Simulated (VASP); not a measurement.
# SiC (P6_3mc) in VASP: a series of runs

The runs below take SiC through single point, with LDA.

Program: VASP 6.6.1. These are calculated values, not measurements. Logs are shortened: lines on timing, memory, paths and dates and some standing lists are left out, and cuts for length are marked.

### 1 The cell of the first run

The structure is hexagonal, space group P6_3mc (No. 186). The conventional cell has a = 3.016 Å, b = 3.016 Å, c = 4.948 Å, α = 90.00°, β = 90.00°, γ = 120.00°. Si (site symmetry 3m) has 4 C at 1.85 to 1.86 Å within 2.5 Å. C (site symmetry 3m) has 4 Si at 1.85 to 1.86 Å within 2.5 Å.

### 2 Single point, LDA

INCAR reads:

```
ALGO = Normal
EDIFF = 1E-6
ENCUT = 520
ISIF = 2
ISMEAR = 0
LASPH = True
LCHARG = False
LREAL = False
LWAVE = False
NBANDS = 16
NELM = 80
PREC = Accurate
SIGMA = 0.01
```

KPOINTS reads:

```
k-points
0
Gamma
  8 8 6
```

POSCAR reads:

```
SiC
1.0
    3.0161093081      0.0000000000      0.0000000000
   -1.5080546541      2.6120272814      0.0000000000
    0.0000000000      0.0000000000      4.9478888581
Si C
2 2
Direct
    0.3333333333      0.6666666667      0.0046057186
    0.6666666667      0.3333333333      0.5046057186
    0.3333333333      0.6666666667      0.3803942814
    0.6666666667      0.3333333333      0.8803942814
```

Potentials or basis: VASP PAW LDA potentials, release 64 (Si, C).

The run is started by

```bash
$ cat potpaw_LDA.64/Si/POTCAR potpaw_LDA.64/C/POTCAR > POTCAR
$ mpirun -np 1 vasp_std > vasp.out
```

OUTCAR:

```text
EDIFF = 1E-6
   ENCUT = 520
   ISIF = 2
   ISMEAR = 0
   LASPH = True
   LREAL = False
   NELM = 80
   PREC = Accurate

 ion  position               nearest neighbor table
   1  0.333  0.667  0.005-   4 1.85   4 1.85   4 1.85   3 1.86   2 3.03   2 3.03   2 3.03   2 3.03
                             2 3.03   2 3.03
   2  0.667  0.333  0.505-   3 1.85   3 1.85   3 1.85   4 1.86   1 3.03   1 3.03   1 3.03   1 3.03
                             1 3.03   1 3.03
   3  0.333  0.667  0.380-   2 1.85   2 1.85   2 1.85   1 1.86
   4  0.667  0.333  0.880-   1 1.85   1 1.85   1 1.85   2 1.86

  LATTYP: Found a hexagonal cell.
 ALAT       =     3.0161093081
 C/A-ratio  =     1.6404872479

  Lattice vectors:

 A1 = (   3.0161093081,   0.0000000000,   0.0000000000)
 A2 = (  -1.5080546541,   2.6120272814,   0.0000000000)
 A3 = (   0.0000000000,   0.0000000000,   4.9478888581)

Analysis of symmetry for initial positions (statically):
=====================================================================
 Subroutine PRICEL returns:
 Original cell was already a primitive cell.

 Routine SETGRP: Setting up the symmetry group for a
 hexagonal supercell.

 Subroutine GETGRP returns: Found 12 space group operations
 (whereof  6 operations were pure point group operations)
 out of a pool of 24 trial point group operations.

The static configuration has the point symmetry C_3v.
 The point group associated with its full space group is C_6v.

Analysis of symmetry for dynamics (positions and initial velocities):
=====================================================================
 Subroutine PRICEL returns:
 Original cell was already a primitive cell.

 Routine SETGRP: Setting up the symmetry group for a
 hexagonal supercell.

 Subroutine GETGRP returns: Found 12 space group operations
 (whereof  6 operations were pure point group operations)
 out of a pool of 24 trial point group operations.

The dynamic configuration has the point symmetry C_3v.
 The point group associated with its full space group is C_6v.

 Subroutine INISYM returns: Found 12 space group operations
 (whereof  6 operations are pure point group operations),
 and found     1 'primitive' translations

----------------------------------------------------------------------------------------

                                     Primitive cell

  volume of cell :      38.9803

  direct lattice vectors                    reciprocal lattice vectors
     3.016109308  0.000000000  0.000000000     0.331552970  0.191422197  0.000000000
    -1.508054654  2.612027281  0.000000000     0.000000000  0.382844393  0.000000000
     0.000000000  0.000000000  4.947888858     0.000000000  0.000000000  0.202106399

  length of vectors
     3.016109308  3.016109308  4.947888858     0.382844393  0.382844393  0.202106399

  position of ions in fractional coordinates (direct lattice)
     0.333333333  0.666666667  0.004605719
     0.666666667  0.333333333  0.504605719
     0.333333333  0.666666667  0.380394281
     0.666666667  0.333333333  0.880394281

  ion indices of the primitive-cell ions
   primitive index   ion index
                 1           1
                 2           2
                 3           3
                 4           4

----------------------------------------------------------------------------------------

 KPOINTS: k-points

Automatic generation of k-mesh.
 Grid dimensions read from file:
 generate k-points for:    8    8    6

 Generating k-lattice:

  Cartesian coordinates                     Fractional coordinates (reciprocal lattice)
     0.041444121  0.023927775  0.000000000     0.125000000  0.000000000  0.000000000
     0.000000000  0.047855549  0.000000000     0.000000000  0.125000000  0.000000000
     0.000000000  0.000000000  0.033684400     0.000000000  0.000000000  0.166666667

  Length of vectors
     0.047855549  0.047855549  0.033684400

  Shift w.r.t. Gamma in fractional coordinates (k-lattice)
     0.000000000  0.000000000  0.000000000

 Subroutine IBZKPT returns following result:
 ===========================================

 Found     40 irreducible k-points:

 Following reciprocal coordinates:
            Coordinates               Weight
  0.000000  0.000000  0.000000      1.000000
  0.125000  0.000000  0.000000      6.000000
  0.250000  0.000000  0.000000      6.000000
  0.375000  0.000000  0.000000      6.000000
  0.500000  0.000000  0.000000      3.000000
  0.125000  0.125000  0.000000      6.000000
[... 16 lines left out ...]
  0.250000  0.000000  0.333333     12.000000
  0.375000  0.000000  0.333333     12.000000
 [... further k-points ...]
   k-points           NKPTS =     40   k-points in BZ     NKDIM =     40   number of bands    NBANDS=     16
   number of dos      NEDOS =    301   number of ions     NIONS =      4
   total plane-waves  NPLWV =  23040
   dimension x,y,z NGX =    24 NGY =   24 NGZ =   40
   dimension x,y,z NGXF=    48 NGYF=   48 NGZF=   80
   ions per type =               2   2
   NGX,Y,Z   is equivalent  to a cutoff of  13.23, 13.23, 13.44 a.u.
   NGXF,Y,Z  is equivalent  to a cutoff of  26.46, 26.46, 26.88 a.u.
 SYSTEM =  unknown system
   PREC   = accura    normal or accurate (medium, high low for compatibility)
   ISTART =      0    job   : 0-new  1-cont  2-samecut
   ICHARG =      2    charge: 1-file 2-atom 10-const
   ISPIN  =      1    spin polarized calculation?
   LNONCOLLINEAR =      F non collinear calculations
   LSORBIT =      F    spin-orbit coupling
   LASPH  =      T    aspherical Exc in radial PAW
   ENCUT  =  520.0 eV  38.22 Ry    6.18 a.u.   5.61  5.61  9.20*2*pi/ulx,y,z
   NELM   =     80;   NELMIN=  2; NELMDL= -5     # of ELM steps
   EDIFF  = 0.1E-05   stopping-criterion for ELM
   LREAL  =      F    real-space projection
   EDIFFG = 0.1E-04   stopping-criterion for IOM
   NSW    =      0    number of steps for IOM
   IBRION =     -1    ionic relax: 0-MD 1-quasi-New 2-CG
   NFREE  =      0    steps in history (QN), initial steepest desc. (CG)
   ISIF   =      2    stress and relaxation
   ISYM   =      2    0-nonsym 1-usesym 2-fastsym
   POTIM  = 0.5000    time-step for ionic-motion
   TEBEG  =    0.0;   TEEND  =   0.0 temperature during run
   PSTRESS=    0.0 pullay stress
   NELECT =      16.0000    total number of electrons
   NUPDOWN=      -1.0000    fix difference up-down
   EMIN   =  10.00;   EMAX   =-10.00  energy-range for DOS
   EFERMI =   0.00;   METHOD = LEGACY
   ISMEAR =     0;   SIGMA  =   0.01  broadening in eV -4-tet -1-fermi 0-gaus
   EFERMI_NEDOS =   21; number of points for ismear=-14 and -15
   IALGO  =     38    algorithm
   IMIX   =      4    mixing-type and parameters
     AMIX     =   0.40;   BMIX     =  1.00
     AMIX_MAG =   1.60;   BMIX_MAG =  1.00
  volume/ion in A,a.u.               =       9.75        65.76
  Fermi-wavevector in a.u.,A,eV,Ry     =   1.216653  2.299140 20.139936  1.480244
  Thomas-Fermi vector in A             =   2.351999
   LORBIT       =      0    0 simple, 1 ext, 2 COOP (PROOUT), +10 PAW based schemes
   GGA     = CA    functional components
   LHFCALC =     F    Hartree Fock is set to
   AEXX    =    0.0000 exact exchange contribution
   IVDW    =     0    specifies the selected vdW correction
   LEPSILON=     F    determine dielectric tensor
   LRPA    =     F    only Hartree local field effects (RPA)
 non-spin polarized calculation
 Gauss-broadening in eV      SIGMA  =   0.01
  energy-cutoff  :      520.00
  volume of cell :       38.98
 maximum number of plane-waves:      1099
 NGX is ok and might be reduce to    24
   NGX = 11   NGY = 11   NGZ = 19

 number of electron      15.9999997 magnetization

 Free energy of the ion-electron system (eV)
  ---------------------------------------------------
  ext. energy  EPLUGINS =         0.00000000
  ---------------------------------------------------
  free energy    TOTEN  =       -33.22140343 eV

  energy without entropy =      -33.22140343  energy(sigma->0) =      -33.22140343

 E-fermi :   8.9849     XC(G=0): -11.8052

 val. band max:        8.9103998801   @ k =   0.0000   0.0000   0.0000
 cond. band min:      11.2280062712   @ k =   0.3750   0.2500   0.0000
 fundamental gap:      2.3176063911
 Fermi energy:         8.9849370020

 k-point     1 :       0.0000    0.0000    0.0000
  band No.  band energies     occupation
      1      -7.0495      2.00000
      2      -3.2007      2.00000
      3      -0.1548      2.00000
      4       7.5652      2.00000
      5       7.5652      2.00000
      6       8.7955      2.00000
[... 8 lines left out ...]
     15      18.1763      0.00000
     16      20.5580      0.00000

 k-point     2 :       0.1250    0.0000    0.0000
  band No.  band energies     occupation
      1      -6.7652      2.00000
      2      -2.9584      2.00000
      3       0.1114      2.00000
      4       6.1530      2.00000
      5       7.1062      2.00000
      6       7.9704      2.00000
[... 8 lines left out ...]
     15      18.7711      0.00000
     16      18.9333      0.00000

 k-point     3 :       0.2500    0.0000    0.0000
  band No.  band energies     occupation
      1      -5.9289      2.00000
      2      -2.2856      2.00000
      3       0.8573      2.00000
      4       3.6136      2.00000
      5       5.9629      2.00000
      6       6.2945      2.00000
[... 8 lines left out ...]
     15      19.2821      0.00000
     16      19.9442      0.00000

 k-point     4 :       0.3750    0.0000    0.0000
  band No.  band energies     occupation
      1      -4.6215      2.00000
      2      -1.5853      2.00000
      3       1.1092      2.00000
      4       2.4139      2.00000
      5       3.8377      2.00000
      6       5.6817      2.00000
[... 8 lines left out ...]
     15      20.5492      0.00000
     16      21.4185      0.00000

 k-point     5 :       0.5000    0.0000    0.0000
  band No.  band energies     occupation
      1      -3.4873      2.00000
      2      -1.9974      2.00000
      3       1.0193      2.00000
      4       2.4935      2.00000
      5       3.2551      2.00000
      6       5.4228      2.00000
[... 8 lines left out ...]
     15      19.6922      0.00000
     16      21.6741      0.00000

 k-point     6 :       0.1250    0.1250    0.0000
  band No.  band energies     occupation
      1      -6.2043      2.00000
      2      -2.4979      2.00000
      3       0.6227      2.00000
      4       4.5973      2.00000
      5       5.7381      2.00000
      6       7.0573      2.00000
[... 8 lines left out ...]
     15      19.0839      0.00000
     16      19.4420      0.00000
[... 267 lines left out ...]
 k-point    21 :       0.0000    0.0000    0.3333
  band No.  band energies     occupation
      1      -6.4826      2.00000
      2      -4.8643      2.00000
      3       2.4028      2.00000
      4       6.3760      2.00000
      5       7.8638      2.00000
      6       7.8638      2.00000
[... 8 lines left out ...]
     15      17.3395      0.00000
     16      19.4632      0.00000

 k-point    22 :       0.1250    0.0000    0.3333
  band No.  band energies     occupation
      1      -6.2015      2.00000
      2      -4.5954      2.00000
      3       2.5920      2.00000
      4       6.2397      2.00000
      5       6.5948      2.00000
      6       7.4514      2.00000
[... 8 lines left out ...]
     15      18.0111      0.00000
     16      19.8519      0.00000

 k-point    23 :       0.2500    0.0000    0.3333
  band No.  band energies     occupation
      1      -5.3766      2.00000
      2      -3.8166      2.00000
      3       2.7668      2.00000
      4       4.4688      2.00000
      5       4.7945      2.00000
      6       6.6907      2.00000
[... 8 lines left out ...]
     15      19.5760      0.00000
     16      20.2904      0.00000

 k-point    24 :       0.3750    0.0000    0.3333
  band No.  band energies     occupation
      1      -4.0992      2.00000
      2      -2.6900      2.00000
      3       1.1306      2.00000
      4       2.4526      2.00000
      5       4.7335      2.00000
      6       6.1019      2.00000
[... 8 lines left out ...]
     15      21.0120      0.00000
     16      21.3760      0.00000

 [... further k-points ...]

------------------------ aborting loop because EDIFF is reached ----------------------------------------

  FORCE on cell =-STRESS in cart. coord.  units (eV):
  Direction    XX          YY          ZZ          XY          YZ          ZX
  --------------------------------------------------------------------------------------
  -------------------------------------------------------------------------------------
  Total        2.5332132      2.5332132      2.5407430     -0.0000000      0.0000000      0.0000000
  in kB      104.1208259    104.1208259    104.4303159     -0.0000000      0.0000000      0.0000000
  external PRESSURE =     104.2239892 kB  Pullay stress =       0.0000000 kB

 VOLUME and BASIS-vectors are now :
 -----------------------------------------------------------------------------
  energy-cutoff  :      520.00
  volume of cell :       38.98
      direct lattice vectors                 reciprocal lattice vectors
     3.016109308  0.000000000  0.000000000     0.331552970  0.191422197  0.000000000
    -1.508054654  2.612027281  0.000000000     0.000000000  0.382844393  0.000000000
     0.000000000  0.000000000  4.947888858     0.000000000  0.000000000  0.202106399

 POSITION                                       TOTAL-FORCE (eV/Angst)
 -----------------------------------------------------------------------------------
     -0.00000      1.74135      0.02279         0.000000     -0.000000     -0.000416
      1.50805      0.87068      2.49673        -0.000000     -0.000000     -0.000416
     -0.00000      1.74135      1.88215         0.000000      0.000000      0.000416
      1.50805      0.87068      4.35609        -0.000000     -0.000000      0.000416
 -----------------------------------------------------------------------------------
    total drift:                                0.000000      0.000000     -0.000228

  FREE ENERGIE OF THE ION-ELECTRON SYSTEM (eV)
  ---------------------------------------------------
  free  energy   TOTEN  =       -33.2214034256 eV

  energy  without entropy=      -33.2214034256  energy(sigma->0) =      -33.22140343
```

Run time: 16 s. Hardware: 1 thread of Intel Xeon 8259CL, shared host; peak memory 0.15 GiB.

Results:

```
Free energy            : -33.2214 eV
Pressure               : 10.4 GPa
Band gap on the k mesh : 2.32 eV, indirect (least direct gap 3.99 eV)
```

A k mesh can miss the band edges. LDA gaps usually lie below the measured ones, often by a third to a half.

[end of part 1 of 2]
